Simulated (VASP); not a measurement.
Wanted: the native input for a VASP 6.6.1 run.

| Property | Result |
| --- | --- |
| Task | single point |
| Functional | r2SCAN |
| Potentials or basis | VASP PAW PBE potentials, release 64 (In_d, As) |
| Cutoff | 520 eV |
| k mesh | 6 × 6 × 6 |
| Occupations | gaussian, width 0.1 eV |
| Spin | no spin polarisation |
| Dipole correction | no |
| Further INCAR settings | ALGO = Normal; EDIFF = 1e-06; NBANDS = 16 |

Crystal: InAs.

```xyz
2
Lattice="0.0000 2.8531 2.8531 2.8531 0.0000 2.8531 2.8531 2.8531 0.0000" Properties=species:S:1:pos:R:3 pbc="T T T"
In    2.8531    2.8531    2.8531
As    0.0000    0.0000    0.0000
```

These files were run (other wordings do the same):

POSCAR

```
InAs
1.0
    0.0000000000      2.8531238316      2.8531238316
    2.8531238316      0.0000000000      2.8531238316
    2.8531238316      2.8531238316      0.0000000000
In As
1 1
Direct
    0.5000000000      0.5000000000      0.5000000000
    0.0000000000      0.0000000000      0.0000000000
```

INCAR.step1

```
PREC     = Accurate       # precision mode
ENCUT    = 520            # plane-wave cutoff, eV
ISMEAR   = 0              # smearing method
SIGMA    = 0.1            # smearing width, eV
LREAL    = F              # projectors in reciprocal space
LASPH    = T              # aspherical terms in the spheres
NELM     = 60             # most SCF steps
NBANDS   = 16             # bands
GGA      = PE             # functional
ALGO     = Normal         # electronic algorithm
EDIFF    = 1E-4           # SCF threshold, eV
LWAVE    = T              # write WAVECAR
LCHARG   = F              # write CHGCAR
```

INCAR.step2

```
PREC     = Accurate       # precision mode
ENCUT    = 520            # plane-wave cutoff, eV
EDIFF    = 1E-6           # SCF threshold, eV
ISMEAR   = 0              # smearing method
SIGMA    = 0.1            # smearing width, eV
LREAL    = F              # projectors in reciprocal space
LASPH    = T              # aspherical terms in the spheres
NELM     = 60             # most SCF steps
ALGO     = Normal         # electronic algorithm
ISIF     = 2              # what is computed and relaxed
LWAVE    = F              # write WAVECAR
LCHARG   = F              # write CHGCAR
METAGGA  = R2SCAN         # meta-GGA
LMIXTAU  = T            
NBANDS   = 16             # bands
ISTART   = 1
```

KPOINTS

```
Automatic mesh
0
Gamma
  6 6 6
```

Potentials or basis: VASP PAW PBE potentials, release 64 (In_d, As).

Run with:

```sh
$ cat potpaw_PBE.64/In_d/POTCAR potpaw_PBE.64/As/POTCAR > POTCAR
$ cp INCAR.step1 INCAR
$ mpirun -np 1 vasp_std > vasp.out
$ cp INCAR.step2 INCAR
$ mpirun -np 1 vasp_std > vasp.out
```

Results of the run:

| Property | Result |
| --- | --- |
| Pressure | -0.5 GPa |
| Band gap on the k mesh | zero (band 9 reaches 6.37 eV, above the bottom of band 10 at 3.62 eV) |

Caveat: the PAW data sets were made with another functional, which shifts forces and pressure a little; spin-orbit coupling is left out, which moves the levels of the heavy elements.

Wall time 45 s on 1 thread of AMD EPYC 7R43 64-Core Processor (Zen 3), with other jobs on the host, peak memory 0.13 GiB.
